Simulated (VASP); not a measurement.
HfO2:

```xyz
6
Lattice="4.8135 0.0000 0.0000 0.0000 4.8135 0.0000 0.0000 0.0000 3.2054" Properties=species:S:1:pos:R:3 pbc="T T T"
Hf    0.0000    0.0000    0.0000
Hf    2.4068    2.4068    1.6027
O     0.9384    3.8751    1.6027
O     1.4683    1.4683    0.0000
O     3.3452    3.3452    0.0000
O     3.8751    0.9384    1.6027
```

```yaml
Program: VASP 6.6.1
Task: relaxation of cell and atoms
Functional: LDA
Potentials_or_basis: VASP PAW LDA potentials, release 64 (Hf_pv, O)
Cutoff: 600 eV
k_mesh: 6 × 6 × 8
Occupations: gaussian, width 0.02 eV
Spin: no spin polarisation
```

At the start: pressure -6.2 GPa; volume 12.38 Å³/atom.

How do energy, volume and symmetry change on relaxing?

Over 6 steps the energy falls by 6.4 meV/atom and the volume is 12.06 Å³/atom (-2.6 %); space group P4_2/mnm (No. 136, to 0.1 Å) before and after.

The path:
| step | energy change (eV) | largest force (eV/Å) | pressure (GPa) | volume (Å³) |
| --- | --- | --- | --- | --- |
| 1 | 0.0000 | 0.0789 | -6.22 | 74.27 |
| 2 | 0.0880 | 0.3459 | 12.58 | 69.23 |
| 3 | -0.0378 | 0.0522 | -0.09 | 72.44 |
| 4 | -0.0378 | 0.0551 | -0.07 | 72.40 |
| 5 | -0.0383 | 0.0178 | 0.03 | 72.32 |
| 6 | -0.0383 | 0.0027 | 0.01 | 72.34 |

Final structure:
```
CELL_PARAMETERS angstrom
4.77171 0.00000 0.00000
0.00000 4.77171 0.00000
0.00000 0.00000 3.17689
ATOMIC_POSITIONS crystal
Hf 0.00000 0.00000 0.00000
Hf 0.50000 0.50000 0.50000
O 0.19503 0.80497 0.50000
O 0.30497 0.30497 0.00000
O 0.69503 0.69503 0.00000
O 0.80497 0.19503 0.50000
```
